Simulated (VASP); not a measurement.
Set up this calculation in VASP 6.6.1, as the native input.

* Task: single point
* Functional: LDA
* Potentials or basis: VASP PAW LDA potentials, release 64 (Ni)
* Cutoff: 520 eV
* k mesh: 16 × 16 × 16
* Occupations: fermi-dirac, width 1 eV
* Spin: collinear spin, ferromagnetic start
* Starting moments: [0.607] μB
* Dipole correction: no
* Further INCAR settings: ALGO = Normal; EDIFF = 1e-06; NBANDS = 15

The structure of Ni lies in POSCAR:

```
Ni
1.0
    0.0000000000      1.7124646296      1.7124646296
    1.7124646296      0.0000000000      1.7124646296
    1.7124646296      1.7124646296      0.0000000000
Ni
1
Direct
    0.0000000000      0.0000000000      0.0000000000
```

One way to write it, as run:

INCAR

```
ALGO = Normal ; EDIFF = 1E-6
ENCUT = 520 ; GGA = CA
ISIF = 2 ; ISMEAR = -1
ISPIN = 2 ; LASPH = T
LCHARG = F ; LMAXMIX = 4
LORBIT = 11 ; LREAL = F
LWAVE = F ; MAGMOM = 0.607
NBANDS = 15 ; NELM = 150
PREC = Accurate ; SIGMA = 1.0
```

KPOINTS

```
k-points
0
Gamma
  16 16 16
```

Potentials or basis: VASP PAW LDA potentials, release 64 (Ni).

Launch:

```console
$ cat potpaw_LDA.64/Ni/POTCAR > POTCAR
$ mpirun -np 1 vasp_std > vasp.out
```

Results of the run:

* Pressure: 21.8 GPa
* Band gap on the k mesh: zero (filled and empty bands overlap)
* Net moment: 0.00 μB per cell
* Valence electrons inside the program's atomic spheres: Ni 9.47

Wall time 39 s on 1 thread of Intel(R) Xeon(R) Platinum 8488C (Sapphire Rapids), with other jobs on the host, peak memory 0.14 GiB.
